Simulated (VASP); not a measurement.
Wanted: the native input for a VASP 6.6.1 run.

| Item | Value |
| --- | --- |
| Task | single point |
| Functional | PBEsol |
| Potentials or basis | VASP PAW PBE potentials, release 64 (Si, Ge_d) |
| Cutoff | 500 eV |
| k mesh | 9 × 9 × 6 |
| Occupations | gaussian, width 0.02 eV |
| Spin | no spin polarisation |
| Dipole correction | no |
| Further INCAR settings | ALGO = Normal; EDIFF = 1e-06; NBANDS = 26 |

The structure of SiGe lies in POSCAR:

```
SiGe
1.0
    3.8420878787      0.0000000000      0.0000000000
   -1.9210439394      3.3273457065      0.0000000000
    0.0000000000      0.0000000000      6.5007602900
Si Ge
2 2
Direct
    0.3333333333      0.6666666667      0.0015683352
    0.6666666667      0.3333333333      0.5015683352
    0.3333333333      0.6666666667      0.3724316648
    0.6666666667      0.3333333333      0.8724316648
```

This cell differs from its parent crystal: strained cell.

These files were run (other wordings do the same):

INCAR

```
SYSTEM = SiGe
PREC     = Accurate       ! precision mode
ENCUT    = 500            ! plane-wave cutoff, eV
EDIFF    = 1E-6           ! SCF threshold, eV
ISMEAR   = 0              ! smearing method
SIGMA    = 0.02           ! smearing width, eV
LREAL    = .FALSE.        ! projectors in reciprocal space
LASPH    = .TRUE.         ! aspherical terms in the spheres
NELM     = 120            ! most SCF steps
ALGO     = Normal         ! electronic algorithm
ISIF     = 2              ! what is computed and relaxed
LWAVE    = .FALSE.        ! write WAVECAR
LCHARG   = .FALSE.        ! write CHGCAR
GGA      = PS             ! functional
NBANDS   = 26             ! bands
GGA_COMPAT= .FALSE.
```

KPOINTS

```
regular mesh
0
G
  9 9 6
  0 0 0
```

Potentials or basis: VASP PAW PBE potentials, release 64 (Si, Ge_d).

The run is started by

```console
$ cat potpaw_PBE.64/Si/POTCAR potpaw_PBE.64/Ge_d/POTCAR > POTCAR
$ mpirun -np 1 vasp_std > vasp.out
```

It gave:

| Item | Value |
| --- | --- |
| Pressure | 1.7 GPa |
| Band gap on the k mesh | 0.29 eV (least direct gap 0.70 eV) |

Caveat: the cell differs from its parent crystal (strained cell); semilocal functionals underestimate gaps, and a narrow one can read as zero; the PAW data sets were made with another functional, which shifts forces and pressure a little.

Wall time 110 s on 1 thread of Intel Xeon 8259CL, with other jobs on the host, peak memory 0.23 GiB.
